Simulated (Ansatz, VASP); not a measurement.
One calculation of InO, two programs

```
In O
1.0
     3.17732    0.00000    0.00000
    -1.58866    2.75164    0.00000
     0.00000    0.00000   15.87710
In O
2 2
Direct
  0.66667 0.33333 0.59002
  0.66667 0.33333 0.40998
  0.00000 0.00000 0.63987
  0.00000 0.00000 0.36013
```

Change from the starting cell: strain -0.080 along x and y, +0.000 along z, atoms carried along.

Alike in both runs: task single point; functional PBE; k mesh 12 × 12 × 2; occupations gaussian, width 0.03 eV; no spin polarisation.

|  | VASP | Ansatz |
| --- | --- | --- |
| version | VASP 6.6.1 | Ansatz 0.2.0 |
| potentials or method | VASP PAW PBE potentials, release 64 (In_d, O), cutoff 520 eV | scalar-relativistic, plane waves, PAW |
| valence electrons in the cell | 38 | 38 |

Ansatz gave:

- gap on the k mesh at the Fermi level (eV): 0.19
- least direct gap on the mesh (eV): 1.78
- rms of the force components (eV/Å): 1.247

**Question.** Which values does VASP return?

**Answer.** gap on the k mesh at the Fermi level (eV): 0.19; least direct gap on the mesh (eV): 1.77; rms of the force components (eV/Å): 1.276.

Atom by atom the forces differ by 0.029 eV/Å (rms over components). With one functional, cell and mesh, what is left measures potentials, basis and numerics.
